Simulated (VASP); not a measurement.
# CuSi16 (a cell with a defect) in VASP: single point with PBE

Aim: the single point of CuSi16 (a cell with a defect) with PBE.

All numbers are computed with VASP 6.6.1; they aren't measurements. Logs are shortened: lines on timing, memory, paths and dates and some standing lists are left out, and cuts for length are marked.

### Step 1. The cell of the first run

The cell holds a defect, 17 atoms: a = 7.679 Å, b = 7.679 Å, c = 7.679 Å, α = 60.00°, β = 60.00°, γ = 60.00°.

### Step 2. Single point, PBE

INCAR

```
SYSTEM = CuSi16
PREC = Accurate
ENCUT = 520
EDIFF = 1E-6
ISMEAR = -1
SIGMA = 0.02
LREAL = Auto
LASPH = .True.
NELM = 100
ALGO = Normal
ISIF = 2
LWAVE = .False.
LCHARG = .False.
GGA = PE
NELECT = 74.0
NBANDS = 52
```

KPOINTS

```
regular mesh
0
Gamma
  2 2 2
  0 0 0
```

POSCAR

```
CuSi16
1.0
    0.0000000000      5.4300000000      5.4300000000
    5.4300000000      0.0000000000      5.4300000000
    5.4300000000      5.4300000000      0.0000000000
Si Cu
16 1
Direct
    0.0012630755      0.0088811234     -0.0005746777
    0.1132023941      0.1571515654      0.1187197053
   -0.0029281768      0.0091263352      0.5005558011
    0.1340582873      0.1177244015      0.6269837017
   -0.0209140884      0.5281787293      0.0059741252
    0.1294775322      0.6226499079      0.1293309392
    0.0026256906      0.4924396869      0.5078409761
    0.1225821363      0.6205441989      0.6377782689
    0.4905047882      0.0092907919      0.0010327808
    0.6285763352      0.1175216390      0.1275662063
    0.5055697053     -0.0063558932      0.4997325046
    0.6247985267      0.1179399632      0.6282147330
    0.5042115101      0.4922639963     -0.0018903315
    0.6098674033      0.6258020258      0.1337734807
    0.4987235727      0.4926883978      0.5104526703
    0.6296509208      0.6198422652      0.6252912523
    0.2169554328      0.7842970534      0.2616079190
```

Potentials or basis: VASP PAW PBE potentials, release 64 (Si, Cu).

Run with:

```sh
$ cat potpaw_PBE.64/Si/POTCAR potpaw_PBE.64/Cu/POTCAR > POTCAR
$ mpirun -np 1 vasp_std > vasp.out
```

OUTCAR:

```text
SYSTEM = CuSi16
   PREC = Accurate
   ENCUT = 520
   EDIFF = 1E-6
   ISMEAR = -1
   LREAL = Auto
   LASPH = .True.
   NELM = 100
   ISIF = 2
   GGA = PE
   NELECT = 74.0

 ion  position               nearest neighbor table
   1  0.001  0.009  0.999-   4 2.34  10 2.34   2 2.38   6 2.42  17 2.60
   2  0.113  0.157  0.119-   5 2.33  17 2.34   9 2.37   1 2.38   3 2.40
   3  0.997  0.009  0.501-   4 2.34  12 2.34   2 2.40   8 2.44  17 2.52
   4  0.134  0.118  0.627-  11 2.33   3 2.34   1 2.34   7 2.35
   5  0.979  0.528  0.006-   8 2.32   6 2.32  14 2.32   2 2.33
   6  0.129  0.623  0.129-   5 2.32  13 2.35   7 2.37  17 2.41   1 2.42
   7  0.003  0.492  0.508-  16 2.34   4 2.35   8 2.37   6 2.37  17 2.77
   8  0.123  0.621  0.638-   5 2.32  15 2.36   7 2.37  17 2.37   3 2.44
   9  0.491  0.009  0.001-  12 2.34  10 2.34   2 2.37  14 2.41  17 2.71
  10  0.629  0.118  0.128-  11 2.33   1 2.34   9 2.34  13 2.35
  11  0.506  0.994  0.500-   4 2.33  12 2.33  10 2.33  16 2.34
  12  0.625  0.118  0.628-  11 2.33   3 2.34   9 2.34  15 2.35
  13  0.504  0.492  0.998-  16 2.34  10 2.35   6 2.35  14 2.35
  14  0.610  0.626  0.134-   5 2.32  13 2.35  15 2.36   9 2.41  17 2.47
  15  0.499  0.493  0.510-  16 2.34  12 2.35   8 2.36  14 2.36  17 2.89
  16  0.630  0.620  0.625-  13 2.34   7 2.34  15 2.34  11 2.34
  17  0.217  0.784  0.262-   2 2.34   8 2.37   6 2.41  14 2.47   3 2.52   1 2.60   9 2.71   7 2.77
                            15 2.89

  LATTYP: Found a face centered cubic cell.
 ALAT       =    10.8600000000

  Lattice vectors:

 A1 = (   0.0000000000,   5.4300000000,   5.4300000000)
 A2 = (   5.4300000000,   0.0000000000,   5.4300000000)
 A3 = (   5.4300000000,   5.4300000000,   0.0000000000)

Analysis of symmetry for initial positions (statically):
=====================================================================
 Subroutine PRICEL returns:
 Original cell was already a primitive cell.

 Routine SETGRP: Setting up the symmetry group for a
 face centered cubic supercell.

 Subroutine GETGRP returns: Found  1 space group operations
 (whereof  1 operations were pure point group operations)
 out of a pool of 48 trial point group operations.

The static configuration has the point symmetry C_1 .

Analysis of symmetry for dynamics (positions and initial velocities):
=====================================================================
 Subroutine PRICEL returns:
 Original cell was already a primitive cell.

 Routine SETGRP: Setting up the symmetry group for a
 face centered cubic supercell.

 Subroutine GETGRP returns: Found  1 space group operations
 (whereof  1 operations were pure point group operations)
 out of a pool of 48 trial point group operations.

The dynamic configuration has the point symmetry C_1 .

 Subroutine INISYM returns: Found  1 space group operations
 (whereof  1 operations are pure point group operations),
 and found     1 'primitive' translations

----------------------------------------------------------------------------------------

                                     Primitive cell

  volume of cell :     320.2060

  direct lattice vectors                    reciprocal lattice vectors
     0.000000000  5.430000000  5.430000000    -0.092081031  0.092081031  0.092081031
     5.430000000  0.000000000  5.430000000     0.092081031 -0.092081031  0.092081031
     5.430000000  5.430000000  0.000000000     0.092081031  0.092081031 -0.092081031

  length of vectors
     7.679179644  7.679179644  7.679179644     0.159489025  0.159489025  0.159489025

  position of ions in fractional coordinates (direct lattice)
     0.001263075  0.008881123  0.999425322
     0.113202394  0.157151565  0.118719705
     0.997071823  0.009126335  0.500555801
     0.134058287  0.117724401  0.626983702
     0.979085912  0.528178729  0.005974125
     0.129477532  0.622649908  0.129330939
[... 9 lines left out ...]
     0.629650921  0.619842265  0.625291252
     0.216955433  0.784297053  0.261607919

  ion indices of the primitive-cell ions
   primitive index   ion index
                 1           1
                 2           2
                 3           3
                 4           4
                 5           5
                 6           6
[... 9 lines left out ...]
                16          16
                17          17

----------------------------------------------------------------------------------------

 KPOINTS: regular mesh

Automatic generation of k-mesh.
 Grid dimensions read from file:
 generate k-points for:    2    2    2

 Generating k-lattice:

  Cartesian coordinates                     Fractional coordinates (reciprocal lattice)
    -0.046040516  0.046040516  0.046040516     0.500000000  0.000000000  0.000000000
     0.046040516 -0.046040516  0.046040516     0.000000000  0.500000000  0.000000000
     0.046040516  0.046040516 -0.046040516     0.000000000  0.000000000  0.500000000

  Length of vectors
     0.079744512  0.079744512  0.079744512

  Shift w.r.t. Gamma in fractional coordinates (k-lattice)
     0.000000000  0.000000000  0.000000000

 Subroutine IBZKPT returns following result:
 ===========================================

 Found      8 irreducible k-points:

 Following reciprocal coordinates:
            Coordinates               Weight
  0.000000  0.000000  0.000000      1.000000
  0.500000  0.000000  0.000000      1.000000
  0.000000  0.500000  0.000000      1.000000
  0.000000  0.000000  0.500000      1.000000
  0.500000  0.500000  0.500000      1.000000
  0.500000  0.500000  0.000000      1.000000
  0.000000  0.500000  0.500000      1.000000
  0.500000  0.000000  0.500000      1.000000
   k-points           NKPTS =      8   k-points in BZ     NKDIM =      8   number of bands    NBANDS=     52
   number of dos      NEDOS =    301   number of ions     NIONS =     17
   total plane-waves  NPLWV = 216000
   dimension x,y,z NGX =    60 NGY =   60 NGZ =   60
   dimension x,y,z NGXF=   120 NGYF=  120 NGZF=  120
   ions per type =              16   1
   NGX,Y,Z   is equivalent  to a cutoff of  12.99, 12.99, 12.99 a.u.
   NGXF,Y,Z  is equivalent  to a cutoff of  25.98, 25.98, 25.98 a.u.
 SYSTEM =  CuSi16
   PREC   = accura    normal or accurate (medium, high low for compatibility)
   ISTART =      0    job   : 0-new  1-cont  2-samecut
   ICHARG =      2    charge: 1-file 2-atom 10-const
   ISPIN  =      1    spin polarized calculation?
   LNONCOLLINEAR =      F non collinear calculations
   LSORBIT =      F    spin-orbit coupling
   LASPH  =      T    aspherical Exc in radial PAW
   ENCUT  =  520.0 eV  38.22 Ry    6.18 a.u.  14.28 14.28 14.28*2*pi/ulx,y,z
   NELM   =    100;   NELMIN=  2; NELMDL= -5     # of ELM steps
   EDIFF  = 0.1E-05   stopping-criterion for ELM
   LREAL  =      T    real-space projection
   EDIFFG = 0.1E-04   stopping-criterion for IOM
   NSW    =      0    number of steps for IOM
   IBRION =     -1    ionic relax: 0-MD 1-quasi-New 2-CG
   NFREE  =      0    steps in history (QN), initial steepest desc. (CG)
   ISIF   =      2    stress and relaxation
   ISYM   =      2    0-nonsym 1-usesym 2-fastsym
   POTIM  = 0.5000    time-step for ionic-motion
   TEBEG  =    0.0;   TEEND  =   0.0 temperature during run
   PSTRESS=    0.0 pullay stress
   NELECT =      74.0000    total number of electrons
   NUPDOWN=      -1.0000    fix difference up-down
   EMIN   =  10.00;   EMAX   =-10.00  energy-range for DOS
   EFERMI =   0.00;   METHOD = LEGACY
   ISMEAR =    -1;   SIGMA  =   0.02  broadening in eV -4-tet -1-fermi 0-gaus
   EFERMI_NEDOS =   21; number of points for ismear=-14 and -15
   IALGO  =     38    algorithm
   IMIX   =      4    mixing-type and parameters
     AMIX     =   0.40;   BMIX     =  1.00
     AMIX_MAG =   1.60;   BMIX_MAG =  1.00
  volume/ion in A,a.u.               =      18.84       127.11
  Fermi-wavevector in a.u.,A,eV,Ry     =   1.004636  1.898488 13.732283  1.009294
  Thomas-Fermi vector in A             =   2.137265
   LORBIT       =      0    0 simple, 1 ext, 2 COOP (PROOUT), +10 PAW based schemes
   GGA     = PE    functional components
   LHFCALC =     F    Hartree Fock is set to
   AEXX    =    0.0000 exact exchange contribution
   IVDW    =     0    specifies the selected vdW correction
   LEPSILON=     F    determine dielectric tensor
   LRPA    =     F    only Hartree local field effects (RPA)
 non-spin polarized calculation
  energy-cutoff  :      520.00
  volume of cell :      320.21
 maximum number of plane-waves:      8646
 NGX is ok and might be reduce to    60
   NGX = 29   NGY = 29   NGZ = 29

 number of electron      74.0000002 magnetization

 Free energy of the ion-electron system (eV)
  ---------------------------------------------------
  ext. energy  EPLUGINS =         0.00000000
  ---------------------------------------------------
  free energy    TOTEN  =       -94.21389251 eV

  energy without entropy =      -94.21367782  energy(sigma->0) =      -94.21378516

 E-fermi :   6.3682     XC(G=0):  -9.6067

 val. band max:        6.2524284500   @ k =   0.0000   0.0000   0.0000
 cond. band min:       6.4833831468   @ k =   0.0000   0.0000   0.0000
 fundamental gap:      0.2309546968
 Fermi energy:         6.3682056444

 k-point     1 :       0.0000    0.0000    0.0000
  band No.  band energies     occupation
      1      -5.8967      2.00000
      2      -3.5376      2.00000
      3      -3.5142      2.00000
      4      -3.4836      2.00000
      5      -3.4737      2.00000
      6      -2.0475      2.00000
[... 41 lines left out ...]
     48       8.4865      0.00000
     49       8.6834      0.00000

 k-point     2 :       0.5000    0.0000    0.0000
  band No.  band energies     occupation
      1      -5.2392      2.00000
      2      -4.9227      2.00000
      3      -3.2804      2.00000
      4      -3.2628      2.00000
      5      -3.1923      2.00000
      6      -3.0467      2.00000
[... 304 lines left out ...]
 k-point     8 :       0.5000    0.0000    0.5000
  band No.  band energies     occupation
      1      -4.9332      2.00000
      2      -4.7266      2.00000
      3      -3.8685      2.00000
      4      -3.7781      2.00000
      5      -3.7532      2.00000
      6      -3.7392      2.00000
[... 41 lines left out ...]
     48      10.5033      0.00000
     49      10.5160      0.00000
 [bands above 49 left out]

------------------------ aborting loop because EDIFF is reached ----------------------------------------

  FORCE on cell =-STRESS in cart. coord.  units (eV):
  Direction    XX          YY          ZZ          XY          YZ          ZX
  --------------------------------------------------------------------------------------
  -------------------------------------------------------------------------------------
  Total       -1.3409102     -1.6943711     -1.9210676      0.3226296     -0.2281295     -0.0982101
  in kB       -6.7093555     -8.4779261     -9.6122209      1.6143038     -1.1414648     -0.4914023
  external PRESSURE =      -8.2665009 kB  Pullay stress =       0.0000000 kB

 VOLUME and BASIS-vectors are now :
 -----------------------------------------------------------------------------
  energy-cutoff  :      520.00
  volume of cell :      320.21
      direct lattice vectors                 reciprocal lattice vectors
     0.000000000  5.430000000  5.430000000    -0.092081031  0.092081031  0.092081031
     5.430000000  0.000000000  5.430000000     0.092081031 -0.092081031  0.092081031
     5.430000000  5.430000000  0.000000000     0.092081031  0.092081031 -0.092081031

 POSITION                                       TOTAL-FORCE (eV/Angst)
 -----------------------------------------------------------------------------------
      5.47510      5.43374      0.05508         0.009692      0.007154     -0.006865
      1.49798      1.25934      1.46802         0.007993     -0.006571      0.002092
      2.76757      8.13212      5.46366         0.000986     -0.002746     -0.007822
      4.04377      4.13246      1.36718        -0.004970      0.001255      0.003152
      2.90045      5.34888      8.18445        -0.009569     -0.023085      0.013200
      4.08326      1.40533      4.08405        -0.007031     -0.001241     -0.022020
[... 9 lines left out ...]
      6.76108      6.81434      6.78475         0.003501      0.001462     -0.004161
      5.67926      2.59860      5.43680        -0.011581     -0.042770      0.036148
 -----------------------------------------------------------------------------------
    total drift:                               -0.002739      0.000751     -0.003176

  FREE ENERGIE OF THE ION-ELECTRON SYSTEM (eV)
  ---------------------------------------------------
  free  energy   TOTEN  =       -94.2138925080 eV

  energy  without entropy=      -94.2136778197  energy(sigma->0) =      -94.21378516
```

It took 3 min on 1 thread of Intel Xeon 6975P-C (Granite Rapids), shared host; peak memory 0.5 GiB.

Results:

```
Free energy   : -94.2139 eV
Largest force : 0.057 eV/Å
```

Forces in eV/Å, atoms in the order of the input:
```
Si   0.010  0.007 -0.007
Si   0.008 -0.007  0.002
Si   0.001 -0.003 -0.008
Si  -0.005  0.001  0.003
Si  -0.010 -0.023  0.013
Si  -0.007 -0.001 -0.022
Si   0.002  0.005  0.005
Si  -0.010  0.004 -0.010
Si   0.002  0.005  0.000
Si   0.003 -0.003  0.000
Si  -0.001  0.027  0.006
Si   0.005  0.009  0.007
Si   0.004  0.012 -0.005
Si   0.004  0.000 -0.011
Si   0.002  0.009 -0.005
Si   0.004  0.001 -0.004
Cu  -0.012 -0.043  0.036
```

Caveat: the k points lie up to 0.50 Å⁻¹ apart; the cell carries a net charge on a neutralising background, which shifts energy and pressure; the cell is charged against a uniform background, so pressure and absolute levels hang on convention.
